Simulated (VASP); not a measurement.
Wanted: the native input for a VASP 6.6.1 run.

```
Task                   : single point
Functional             : PBE
Potentials or basis    : VASP PAW PBE potentials, release 64 (K_sv, Be)
Cutoff                 : 520 eV
k mesh                 : 6 × 6 × 6
Occupations            : gaussian, width 0.1 eV
Spin                   : no spin polarisation
Dipole correction      : no
Further INCAR settings : ALGO = Fast; EDIFF = 1e-07; NBANDS = 17
```

The structure of K2Be lies in POSCAR:

```
K2Be
1.0
   -1.9957641100      1.9957641100      4.8958588323
    1.9957641100     -1.9957641100      4.8958588323
    1.9957641100      1.9957641100     -4.8958588323
K Be
2 1
Direct
    0.6650000000      0.6650000000      0.0000000000
    0.3350000000      0.3350000000      0.0000000000
    0.0000000000      0.0000000000      0.0000000000
```

The input as run:

INCAR

```
ALGO     = Fast           # electronic algorithm
EDIFF    = 1E-7           # SCF threshold, eV
ENCUT    = 520            # plane-wave cutoff, eV
GGA      = PE             # functional
ISIF     = 2              # what is computed and relaxed
ISMEAR   = 0              # smearing method
LASPH    = T              # aspherical terms in the spheres
LCHARG   = F              # write CHGCAR
LREAL    = F              # projectors in reciprocal space
LWAVE    = F              # write WAVECAR
NBANDS   = 17             # bands
NELM     = 60             # most SCF steps
PREC     = Accurate       # precision mode
SIGMA    = 0.1            # smearing width, eV
```

KPOINTS

```
k-points
0
Gamma
  6 6 6
```

Potentials or basis: VASP PAW PBE potentials, release 64 (K_sv, Be).

Launch:

```console
$ cat potpaw_PBE.64/K_sv/POTCAR potpaw_PBE.64/Be/POTCAR > POTCAR
$ mpirun -np 1 vasp_std > vasp.out
```

Results of the run:

| Quantity | Value |
| --- | --- |
| Pressure | 7.8 GPa |
| Largest force | 0.415 eV/Å |
| Band gap on the k mesh | zero (bands 10 and 11 overlap by 0.48 eV) |

Caveat: the cell stands under pressure.

It took 57 s on 1 thread of AMD EPYC 9R45 96-Core Processor (Zen 5), with other jobs on the host, peak memory 0.23 GiB.
